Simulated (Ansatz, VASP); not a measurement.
Given: the input of a run of VASP 6.6.1 on Al3Pd.

The input POSCAR:

```
Al3Pd
1.0
    3.9469100000      0.0000000000      0.0000000000
    0.0000000000      3.9469100000      0.0000000000
    0.0000000000      0.0000000000      3.9469100000
Pd Al
1 3
Direct
    0.0000000000      0.0000000000      0.0000000000
    0.5000000000      0.5000000000      0.0000000000
    0.5000000000      0.0000000000      0.5000000000
    0.0000000000      0.5000000000      0.5000000000
```

INCAR.step1

```
ALGO = Normal
EDIFF = 1E-5
ENCUT = 550
GGA = PE
GGA_COMPAT = False
ISMEAR = -1
LASPH = True
LCHARG = False
LREAL = False
LWAVE = True
NBANDS = 18
NELM = 120
PREC = Accurate
SIGMA = 0.05
```

Contents of INCAR.step2:

```
ALGO = Normal
EDIFF = 1E-6
ENCUT = 550
GGA_COMPAT = False
ISIF = 2
ISMEAR = -1
ISTART = 1
LASPH = True
LCHARG = True
LELF = True
LMIXTAU = True
LREAL = False
LVHAR = True
LWAVE = False
METAGGA = R2SCAN
NBANDS = 18
NELM = 120
PREC = Accurate
SIGMA = 0.05
```

File KPOINTS:

```
k-points
0
Gamma
  7 7 7
```

Potentials or basis: VASP PAW PBE potentials, release 64 (Pd, Al).

Launch:

```sh
$ cat potpaw_PBE.64/Pd/POTCAR potpaw_PBE.64/Al/POTCAR > POTCAR
$ cp INCAR.step1 INCAR
$ mpirun -np 1 vasp_std > vasp.out
$ cp INCAR.step2 INCAR
$ mpirun -np 1 vasp_std > vasp.out
```

Translate it to Ansatz 0.2.0. Potentials there: Ansatz PAW.

As run (the cutoff follows the program's own potentials):

The input input.yaml:

```yaml
crystal:
  lattice:
    - [3.94691, 0.0, 0.0]
    - [0.0, 3.94691, 0.0]
    - [0.0, 0.0, 3.94691]
  atoms:
    - { symbol: Pd, position: [0.0, 0.0, 0.0] }
    - { symbol: Al, position: [0.5, 0.5, 0.0] }
    - { symbol: Al, position: [0.5, 0.0, 0.5] }
    - { symbol: Al, position: [0.0, 0.5, 0.5] }
hamiltonian:
  xc: r2scan
  pseudopotentials: { kind: paw }
kpoints:
  mp_grid: { grid: [7, 7, 7] }
scf:
  occupations: { method: fermi_dirac, width: 0.05 }
output:
  forces: true
  stress: true
  eigenvalues: true
```

Potentials or basis: Ansatz PAW.

Run with:

```console
$ ansatz run input.yaml --threads 2 --pin off --max-ram 5632MiB --backend cpu --events-out ev --progress --plain --runs-dir out
```

Both were run:

|  | VASP | Ansatz | Ansatz less VASP |
| --- | --- | --- | --- |
| gap on the k mesh at the Fermi level (eV) | none | none | - |
| pressure (GPa) | -2.1 | -1.8 | +0.26 |

VASP's potentials were made for PBE, not for r2SCAN. A gap of «none» marks a metal or a gap that the smearing closes. The functional is the same, so the differences come from potentials, cutoffs and numerics. VASP's potentials hold 19 valence electrons a cell and Ansatz's 27, so a difference there can come from the potentials and not from the codes.
